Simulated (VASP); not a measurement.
# BiTe (R3m) in VASP: a series of runs

Runs on BiTe. Level: r2SCAN. Tasks: relaxation of the atoms.

Everything below comes from runs of VASP 6.6.1. Logs are shortened: lines on timing, memory, paths and dates and some standing lists are left out, and cuts for length are marked.

## (1) The cell of the first run

Symmetry: R3m, No. 160, trigonal system. The conventional cell has a = 4.575 Å, b = 4.575 Å, c = 11.206 Å, α = 90.00°, β = 90.00°, γ = 120.00°. Within 4.1 Å of Bi (site symmetry 3m) lie 6 Te at 3.09 to 3.39 Å. Te (site symmetry 3m) has 6 Bi at 3.09 to 3.39 Å within 4.1 Å.

## (2) Relaxation of the atoms, r2SCAN

POSCAR reads:

```
BiTe
1.0
    0.0000000000      3.2350000000      3.2350000000
    3.2350000000      0.0000000000      3.2350000000
    3.2350000000      3.2350000000      0.0000000000
Bi Te
1 1
Direct
   -0.0231840000      0.0695520000     -0.0231840000
    0.5000000000      0.5000000000      0.5000000000
```

INCAR.step1 reads:

```
ALGO = Normal
EDIFF = 1E-4
ENCUT = 520
GGA = PE
ISMEAR = 0
LASPH = True
LCHARG = False
LREAL = False
LWAVE = True
NELM = 60
PREC = Accurate
SIGMA = 0.1
```

INCAR.step2 reads:

```
ALGO = Normal
EDIFF = 1E-7
EDIFFG = -0.05
ENCUT = 520
IBRION = 2
ISIF = 2
ISMEAR = 0
ISTART = 1
LASPH = True
LCHARG = False
LMIXTAU = True
LREAL = False
LWAVE = False
METAGGA = R2SCAN
NELM = 60
NSW = 80
PREC = Accurate
SIGMA = 0.1
```

KPOINTS reads:

```
k-points
0
Gamma
  4 4 4
```

Potentials or basis: VASP PAW PBE potentials, release 64 (Bi_d, Te).

Command:

```
$ cat potpaw_PBE.64/Bi_d/POTCAR potpaw_PBE.64/Te/POTCAR > POTCAR
$ cp INCAR.step1 INCAR
$ mpirun -np 1 vasp_std > vasp.out
$ cp INCAR.step2 INCAR
$ mpirun -np 1 vasp_std > vasp.out
```

OUTCAR:

```text
EDIFF = 1E-7
   EDIFFG = -0.05
   ENCUT = 520
   IBRION = 2
   ISIF = 2
   ISMEAR = 0
   ISTART = 1
   LASPH = True
   LREAL = False
   METAGGA = R2SCAN
   NELM = 60
   NSW = 80
   PREC = Accurate

 ion  position               nearest neighbor table
   1  0.977  0.070  0.977-   2 3.09   2 3.09   2 3.09   2 3.39   2 3.39   2 3.39
   2  0.500  0.500  0.500-   1 3.09   1 3.09   1 3.09   1 3.39   1 3.39   1 3.39

  LATTYP: Found a face centered cubic cell.
 ALAT       =     6.4700000000

  Lattice vectors:

 A1 = (   0.0000000000,   3.2350000000,   3.2350000000)
 A2 = (   3.2350000000,   0.0000000000,   3.2350000000)
 A3 = (   3.2350000000,   3.2350000000,   0.0000000000)

Analysis of symmetry for initial positions (statically):
=====================================================================
 Subroutine PRICEL returns:
 Original cell was already a primitive cell.

 Routine SETGRP: Setting up the symmetry group for a
 face centered cubic supercell.

 Subroutine GETGRP returns: Found  6 space group operations
 (whereof  6 operations were pure point group operations)
 out of a pool of 48 trial point group operations.

The static configuration has the point symmetry C_3v.

Analysis of symmetry for dynamics (positions and initial velocities):
=====================================================================
 Subroutine PRICEL returns:
 Original cell was already a primitive cell.

 Routine SETGRP: Setting up the symmetry group for a
 face centered cubic supercell.

 Subroutine GETGRP returns: Found  6 space group operations
 (whereof  6 operations were pure point group operations)
 out of a pool of 48 trial point group operations.

The dynamic configuration has the point symmetry C_3v.

 Subroutine INISYM returns: Found  6 space group operations
 (whereof  6 operations are pure point group operations),
 and found     1 'primitive' translations

----------------------------------------------------------------------------------------

                                     Primitive cell

  volume of cell :      67.7100

  direct lattice vectors                    reciprocal lattice vectors
     0.000000000  3.235000000  3.235000000    -0.154559505  0.154559505  0.154559505
     3.235000000  0.000000000  3.235000000     0.154559505 -0.154559505  0.154559505
     3.235000000  3.235000000  0.000000000     0.154559505  0.154559505 -0.154559505

  length of vectors
     4.574980874  4.574980874  4.574980874     0.267704916  0.267704916  0.267704916

  position of ions in fractional coordinates (direct lattice)
[... 64 lines left out ...]
   LASPH  =      T    aspherical Exc in radial PAW
   ENCUT  =  520.0 eV  38.22 Ry    6.18 a.u.   8.51  8.51  8.51*2*pi/ulx,y,z
   NELM   =     60;   NELMIN=  2; NELMDL=  0     # of ELM steps
   EDIFF  = 0.1E-06   stopping-criterion for ELM
   LREAL  =      F    real-space projection
   EDIFFG = -.5E-01   stopping-criterion for IOM
   NSW    =     80    number of steps for IOM
   IBRION =      2    ionic relax: 0-MD 1-quasi-New 2-CG
   NFREE  =      1    steps in history (QN), initial steepest desc. (CG)
   ISIF   =      2    stress and relaxation
   ISYM   =      2    0-nonsym 1-usesym 2-fastsym
   POTIM  = 0.5000    time-step for ionic-motion
   TEBEG  =    0.0;   TEEND  =   0.0 temperature during run
   PSTRESS=    0.0 pullay stress
   NELECT =      21.0000    total number of electrons
   NUPDOWN=      -1.0000    fix difference up-down
   EMIN   =  10.00;   EMAX   =-10.00  energy-range for DOS
   EFERMI =   0.00;   METHOD = LEGACY
   ISMEAR =     0;   SIGMA  =   0.10  broadening in eV -4-tet -1-fermi 0-gaus
   EFERMI_NEDOS =   21; number of points for ismear=-14 and -15
   IALGO  =     38    algorithm
   IMIX   =      4    mixing-type and parameters
     AMIX     =   0.40;   BMIX     =  1.00
     AMIX_MAG =   1.60;   BMIX_MAG =  1.00
  volume/ion in A,a.u.               =      33.86       228.46
  Fermi-wavevector in a.u.,A,eV,Ry     =   1.108146  2.094092 16.707785  1.227988
  Thomas-Fermi vector in A             =   2.244669
   LORBIT       =      0    0 simple, 1 ext, 2 COOP (PROOUT), +10 PAW based schemes
   METAGGA = R2SCAN    functional components
   LHFCALC =     F    Hartree Fock is set to
   AEXX    =    0.0000 exact exchange contribution
   IVDW    =     0    specifies the selected vdW correction
   LEPSILON=     F    determine dielectric tensor
   LRPA    =     F    only Hartree local field effects (RPA)
 conjugate gradient relaxation of ions
 non-spin polarized calculation
 Gauss-broadening in eV      SIGMA  =   0.10
  energy-cutoff  :      520.00
  volume of cell :       67.71
 maximum number of plane-waves:      1847
 NGX is ok and might be reduce to    36
   NGX = 17   NGY = 17   NGZ = 17

--------------------------------------- Ionic step        1  -------------------------------------------

 number of electron      21.0000000 magnetization

 Free energy of the ion-electron system (eV)
  ---------------------------------------------------
  ext. energy  EPLUGINS =         0.00000000
  ---------------------------------------------------
  free energy    TOTEN  =       -83.95594794 eV

  energy without entropy =      -83.94253943  energy(sigma->0) =      -83.94924369

------------------------ aborting loop because EDIFF is reached ----------------------------------------

  FORCE on cell =-STRESS in cart. coord.  units (eV):
  Direction    XX          YY          ZZ          XY          YZ          ZX
  --------------------------------------------------------------------------------------
  -------------------------------------------------------------------------------------
  Total        0.4690286      0.4690286      0.4690286      0.2019698      0.2019698     -0.2019698
  in kB       11.0983151     11.0983151     11.0983151      4.7790797      4.7790797     -4.7790797
  external PRESSURE =      11.0983151 kB  Pullay stress =       0.0000000 kB
[... 59 lines left out ...]
--------------------------------------- Ionic step        3  -------------------------------------------

 number of electron      20.9999999 magnetization

 Free energy of the ion-electron system (eV)
  ---------------------------------------------------
  ext. energy  EPLUGINS =         0.00000000
  ---------------------------------------------------
  free energy    TOTEN  =       -84.08065884 eV

  energy without entropy =      -84.07268255  energy(sigma->0) =      -84.07667069

 E-fermi :   6.5966     XC(G=0):  -9.9933

 val. band max:        6.4421678920   @ k =  -0.2500   0.2500   0.0000
 cond. band min:       6.6610166221   @ k =  -0.2500   0.2500   0.0000
 fundamental gap:      0.2188487301
 Fermi energy:         6.5966416373

 k-point     1 :       0.0000    0.0000    0.0000
  band No.  band energies     occupation
      1     -17.2769      2.00000
      2     -17.2769      2.00000
      3     -17.2731      2.00000
      4     -17.2731      2.00000
      5     -17.2731      2.00000
      6      -7.5502      2.00000
      7      -1.7012      2.00000
      8       3.7965      2.00000
      9       3.7965      2.00000
     10       3.7965      2.00000
     11       8.8512      0.00000
     12       8.8512      0.00000
     13       8.8512      0.00000
     14      11.6084      0.00000
[... 231 lines left out ...]
  FREE ENERGIE OF THE ION-ELECTRON SYSTEM (eV)
  ---------------------------------------------------
  free  energy   TOTEN  =       -84.0806588392 eV

  energy  without entropy=      -84.0726825505  energy(sigma->0) =      -84.07667069

 reached required accuracy - stopping structural energy minimisation
```

Run time: 1.9 min. Hardware: 1 thread of Intel Xeon Platinum 8559C (Emerald Rapids), shared host; peak memory 0.22 GiB.

Results:

| Property | Result |
| --- | --- |
| Free energy | -84.0807 eV |
| Energy gained by relaxing | 62.4 meV/atom |
| Ionic steps | 3 |
| Pressure after relaxing | -0.4 GPa |
| Largest force after relaxing | 0.009 eV/Å |

Forces on the atoms (eV/Å):
```
Bi  -0.005  0.005 -0.005
Te   0.005 -0.005  0.005
```

The path:
| step | energy change (eV) | largest force (eV/Å) | pressure (GPa) |
| --- | --- | --- | --- |
| 1 | 0.0000 | 0.8991 | 1.11 |
| 2 | -0.0674 | 0.6469 | 0.24 |
| 3 | -0.1247 | 0.0095 | -0.39 |

Final structure:
```
CELL_PARAMETERS angstrom
0.00000 3.23500 3.23500
3.23500 0.00000 3.23500
3.23500 3.23500 0.00000
ATOMIC_POSITIONS crystal
Bi 0.98830 0.03510 0.98830
Te 0.48852 0.53445 0.48852
```

Levels at points of the mesh, in eV from the Fermi level:
| k point | band 7 | band 8 | band 9 | band 10 | band 11 | band 12 | band 13 | band 14 |
| --- | --- | --- | --- | --- | --- | --- | --- | --- |
| (0.00, 0.00, 0.00) | -8.30 | -2.80 | -2.80 | -2.80 | 2.25 | 2.25 | 2.25 | 5.01 |
| (0.50, 0.00, 0.00) | -11.71 | -2.12 | -2.12 | -1.64 | -0.69 | -0.68 | -0.68 | 7.83 |
| (0.00, 0.50, 0.00) | -11.71 | -2.12 | -2.12 | -1.64 | -0.69 | -0.68 | -0.68 | 7.83 |
| (0.50, 0.50, 0.00) | -10.31 | -5.96 | -4.30 | -4.30 | 2.51 | 3.78 | 3.78 | 5.25 |

Caveat: the k points lie up to 0.42 Å⁻¹ apart; the PAW data sets were made with another functional, which shifts forces and pressure a little; spin-orbit coupling is left out, which moves the levels of the heavy elements; the relaxation stopped at a loose force limit of 0.05 eV/Å, so its end isn't a converged minimum.

## (3) Relaxation of the atoms, r2SCAN

POSCAR is that of step 2.

INCAR.step1 reads:

```
SYSTEM = BiTe
PREC = Accurate ; ENCUT = 520
ISMEAR = 0 ; SIGMA = 0.1
LREAL = .False. ; LASPH = .True.
NELM = 80 ; GGA = PE
ALGO = Normal ; EDIFF = 1E-4
LWAVE = .True. ; LCHARG = .False.
```

INCAR.step2 reads:

```
SYSTEM = BiTe
PREC = Accurate ; ENCUT = 520
EDIFF = 1E-6 ; ISMEAR = 0
SIGMA = 0.1 ; LREAL = .False.
LASPH = .True. ; NELM = 80
ALGO = Normal ; ISIF = 2
LWAVE = .False. ; LCHARG = .False.
METAGGA = R2SCAN ; LMIXTAU = .True.
IBRION = 2 ; NSW = 80
EDIFFG = -0.05 ; ISTART = 1
```

KPOINTS reads:

```
Automatic mesh
0
Gamma
  4 4 4
  0 0 0
```

Potentials or basis: VASP PAW PBE potentials, release 64 (Bi_d, Te).

Command:

```
$ cat potpaw_PBE.64/Bi_d/POTCAR potpaw_PBE.64/Te/POTCAR > POTCAR
$ cp INCAR.step1 INCAR
$ mpirun -np 1 vasp_std > vasp.out
$ cp INCAR.step2 INCAR
$ mpirun -np 1 vasp_std > vasp.out
```

OUTCAR:

```text
SYSTEM = BiTe
   PREC = Accurate
   ENCUT = 520
   EDIFF = 1E-6
   ISMEAR = 0
   LREAL = .False.
   LASPH = .True.
   NELM = 80
   ISIF = 2
   METAGGA = R2SCAN
   IBRION = 2
   NSW = 80
   EDIFFG = -0.05
   ISTART = 1

 ion  position               nearest neighbor table
   1  0.977  0.070  0.977-   2 3.09   2 3.09   2 3.09   2 3.39   2 3.39   2 3.39
   2  0.500  0.500  0.500-   1 3.09   1 3.09   1 3.09   1 3.39   1 3.39   1 3.39

  LATTYP: Found a face centered cubic cell.
 ALAT       =     6.4700000000

  Lattice vectors:

 A1 = (   0.0000000000,   3.2350000000,   3.2350000000)
 A2 = (   3.2350000000,   0.0000000000,   3.2350000000)
 A3 = (   3.2350000000,   3.2350000000,   0.0000000000)

Analysis of symmetry for initial positions (statically):
=====================================================================
 Subroutine PRICEL returns:
 Original cell was already a primitive cell.

 Routine SETGRP: Setting up the symmetry group for a
 face centered cubic supercell.

 Subroutine GETGRP returns: Found  6 space group operations
 (whereof  6 operations were pure point group operations)
 out of a pool of 48 trial point group operations.

The static configuration has the point symmetry C_3v.

Analysis of symmetry for dynamics (positions and initial velocities):
=====================================================================
 Subroutine PRICEL returns:
 Original cell was already a primitive cell.

 Routine SETGRP: Setting up the symmetry group for a
 face centered cubic supercell.

 Subroutine GETGRP returns: Found  6 space group operations
 (whereof  6 operations were pure point group operations)
 out of a pool of 48 trial point group operations.

The dynamic configuration has the point symmetry C_3v.

 Subroutine INISYM returns: Found  6 space group operations
 (whereof  6 operations are pure point group operations),
 and found     1 'primitive' translations

----------------------------------------------------------------------------------------

                                     Primitive cell

[... 94 lines left out ...]
   EFERMI_NEDOS =   21; number of points for ismear=-14 and -15
   IALGO  =     38    algorithm
   IMIX   =      4    mixing-type and parameters
     AMIX     =   0.40;   BMIX     =  1.00
     AMIX_MAG =   1.60;   BMIX_MAG =  1.00
  volume/ion in A,a.u.               =      33.86       228.46
  Fermi-wavevector in a.u.,A,eV,Ry     =   1.108146  2.094092 16.707785  1.227988
  Thomas-Fermi vector in A             =   2.244669
   LORBIT       =      0    0 simple, 1 ext, 2 COOP (PROOUT), +10 PAW based schemes
   METAGGA = R2SCAN    functional components
   LHFCALC =     F    Hartree Fock is set to
   AEXX    =    0.0000 exact exchange contribution
   IVDW    =     0    specifies the selected vdW correction
   LEPSILON=     F    determine dielectric tensor
   LRPA    =     F    only Hartree local field effects (RPA)
 conjugate gradient relaxation of ions
 non-spin polarized calculation
 Gauss-broadening in eV      SIGMA  =   0.10
  energy-cutoff  :      520.00
  volume of cell :       67.71
 maximum number of plane-waves:      1847
 NGX is ok and might be reduce to    36
   NGX = 17   NGY = 17   NGZ = 17

--------------------------------------- Ionic step        1  -------------------------------------------

 number of electron      21.0000000 magnetization

 Free energy of the ion-electron system (eV)
  ---------------------------------------------------
  ext. energy  EPLUGINS =         0.00000000
  ---------------------------------------------------
  free energy    TOTEN  =       -83.95594794 eV

  energy without entropy =      -83.94253938  energy(sigma->0) =      -83.94924366

------------------------ aborting loop because EDIFF is reached ----------------------------------------

  FORCE on cell =-STRESS in cart. coord.  units (eV):
  Direction    XX          YY          ZZ          XY          YZ          ZX
  --------------------------------------------------------------------------------------
  -------------------------------------------------------------------------------------
  Total        0.4683784      0.4683784      0.4683784      0.2019845      0.2019845     -0.2019845
  in kB       11.0829307     11.0829307     11.0829307      4.7794259      4.7794259     -4.7794259
  external PRESSURE =      11.0829307 kB  Pullay stress =       0.0000000 kB
[... 59 lines left out ...]
--------------------------------------- Ionic step        3  -------------------------------------------

 number of electron      20.9999999 magnetization

 Free energy of the ion-electron system (eV)
  ---------------------------------------------------
  ext. energy  EPLUGINS =         0.00000000
  ---------------------------------------------------
  free energy    TOTEN  =       -84.08063950 eV

  energy without entropy =      -84.07266202  energy(sigma->0) =      -84.07665076

 E-fermi :   6.5966     XC(G=0):  -9.9933

 val. band max:        6.4421977420   @ k =  -0.2500   0.2500   0.0000
 cond. band min:       6.6609989781   @ k =  -0.2500   0.2500   0.0000
 fundamental gap:      0.2188012361
 Fermi energy:         6.5966421751

 k-point     1 :       0.0000    0.0000    0.0000
  band No.  band energies     occupation
      1     -17.2770      2.00000
      2     -17.2770      2.00000
      3     -17.2732      2.00000
      4     -17.2732      2.00000
      5     -17.2732      2.00000
      6      -7.5502      2.00000
      7      -1.7012      2.00000
      8       3.7964      2.00000
      9       3.7964      2.00000
     10       3.7965      2.00000
     11       8.8511      0.00000
     12       8.8512      0.00000
     13       8.8512      0.00000
     14      11.6085      0.00000
[... 231 lines left out ...]
  FREE ENERGIE OF THE ION-ELECTRON SYSTEM (eV)
  ---------------------------------------------------
  free  energy   TOTEN  =       -84.0806395005 eV

  energy  without entropy=      -84.0726620158  energy(sigma->0) =      -84.07665076

 reached required accuracy - stopping structural energy minimisation
```

OUTCAR.step1:

```text
SYSTEM = BiTe
   PREC = Accurate
   ENCUT = 520
   ISMEAR = 0
   LREAL = .False.
   LASPH = .True.
[... 429 lines left out ...]
      3.38500      6.32000      3.38500        -0.493976      0.493976     -0.493976
      3.23500      3.23500      3.23500         0.493976     -0.493976      0.493976
 -----------------------------------------------------------------------------------
    total drift:                               -0.000306      0.000306     -0.000306

  FREE ENERGIE OF THE ION-ELECTRON SYSTEM (eV)
  ---------------------------------------------------
  free  energy   TOTEN  =        -7.0920883262 eV

  energy  without entropy=       -7.0757403957  energy(sigma->0) =       -7.08391436
```

It took 93 s on 1 thread of Intel Xeon Platinum 8559C (Emerald Rapids), shared host; peak memory 0.22 GiB.

What came out:

* Free energy: -84.0806 eV
* Energy gained by relaxing: 62.3 meV/atom
* Ionic steps: 3
* Pressure after relaxing: -0.4 GPa
* Largest force after relaxing: 0.015 eV/Å

Forces on the atoms (eV/Å):
```
Bi  -0.009  0.009 -0.009
Te   0.009 -0.009  0.009
```

Step by step:
| step | energy change (eV) | largest force (eV/Å) | pressure (GPa) |
| --- | --- | --- | --- |
| 1 | 0.0000 | 0.8990 | 1.11 |
| 2 | -0.0674 | 0.6466 | 0.24 |
| 3 | -0.1247 | 0.0151 | -0.38 |

Final structure:
```yaml
crystal:
  lattice:
    - [0.00000, 3.23500, 3.23500]
    - [3.23500, 0.00000, 3.23500]
    - [3.23500, 3.23500, 0.00000]
  atoms:
    - { symbol: Bi, position: [0.98823, 0.03531, 0.98823] }
    - { symbol: Te, position: [0.48858, 0.53425, 0.48858] }
```

Caveat: the k points lie up to 0.42 Å⁻¹ apart; the PAW data sets were made with another functional, which shifts forces and pressure a little; spin-orbit coupling is left out, which moves the levels of the heavy elements; the relaxation stopped at a loose force limit of 0.05 eV/Å, so its end isn't a converged minimum.
